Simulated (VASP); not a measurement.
Input of a VASP 6.6.1 run:

File INCAR:

```
SYSTEM = C
PREC     = Accurate       ! precision mode
ENCUT    = 520            ! plane-wave cutoff, eV
EDIFF    = 1E-6           ! SCF threshold, eV
ISMEAR   = 0              ! smearing method
SIGMA    = 0.05           ! smearing width, eV
LREAL    = .False.        ! projectors in reciprocal space
LASPH    = .True.         ! aspherical terms in the spheres
NELM     = 100            ! most SCF steps
ALGO     = Normal         ! electronic algorithm
ISIF     = 2              ! what is computed and relaxed
LWAVE    = .False.        ! write WAVECAR
LCHARG   = .True.         ! write CHGCAR
LELF     = .True.         ! ELF
LVHAR    = .True.       
NBANDS   = 11             ! bands
```

The input KPOINTS:

```
regular mesh
0
Gamma
  14 14 10
  0 0 0
```

The input POSCAR:

```
C
1.0
    1.9399964186     -1.1200678196     -0.0138142573
    1.9399964186      1.1200678196     -0.0138142573
   -1.2751311781      0.0000000000      3.9751885538
C
2
Direct
    0.8333830096      0.8333830096      0.0001497828
    0.1666169904      0.1666169904      0.9998502172
```

Potentials or basis: VASP PAW LDA potentials, release 64 (C).

Command:

```console
$ cat potpaw_LDA.64/C/POTCAR > POTCAR
$ mpirun -np 1 vasp_std > vasp.out
```

Task: What does it give for the pressure?

Result: 92.6 GPa.

Task: Estimate the largest force.

Result: 0.016 eV/Å.

Stress tensor (GPa, compression positive):
```
139.70   0.00  -1.00
  0.00 139.73   0.00
 -1.00   0.00  -1.58
```
